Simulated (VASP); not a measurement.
GaN: single point with LDA

The system is GaN.

```
CELL_PARAMETERS angstrom
3.24237 0.00000 0.00000
-1.62118 2.80797 0.00000
0.00000 0.00000 5.26732
ATOMIC_POSITIONS crystal
Ga 0.66667 0.33333 0.50000
Ga 0.33333 0.66667 0.00000
N 0.66667 0.33333 0.87500
N 0.33333 0.66667 0.37500
```

* Program: VASP 6.6.1
* Task: single point
* Functional: LDA
* Potentials or basis: VASP PAW LDA potentials, release 64 (Ga_d, N)
* Cutoff: 520 eV
* k mesh: 10 × 10 × 5
* Occupations: fermi-dirac, width 0.05 eV
* Spin: no spin polarisation

```
Pressure               : -13.0 GPa
Largest force          : 0.113 eV/Å
Band gap on the k mesh : 1.59 eV, direct
```

Forces in eV/Å, atoms in the order of the input:
```
Ga   0.000  0.000 -0.113
Ga   0.000  0.000 -0.113
N    0.000  0.000  0.113
N    0.000  0.000  0.113
```

Stress tensor (GPa, compression positive):
```
-13.52   0.00   0.00
  0.00 -13.52   0.00
  0.00   0.00 -11.85
```

Levels at points of the mesh, in eV from the valence-band top:
```tsv
k point	band 15	band 16	band 17	band 18	band 19	band 20	band 21	band 22
(0.00, 0.00, 0.00)	-1.00	-0.06	0.00	0.00	1.59	3.83	8.77	9.40
(0.50, 0.00, 0.00)	-4.07	-2.61	-2.14	-0.93	4.75	5.17	5.79	8.06
```

Wall time 41 s on 1 thread of Intel Xeon 6975P-C (shared host), peak memory 0.17 GiB.

A hybrid or GW would open this gap; LDA tends to underestimate it.
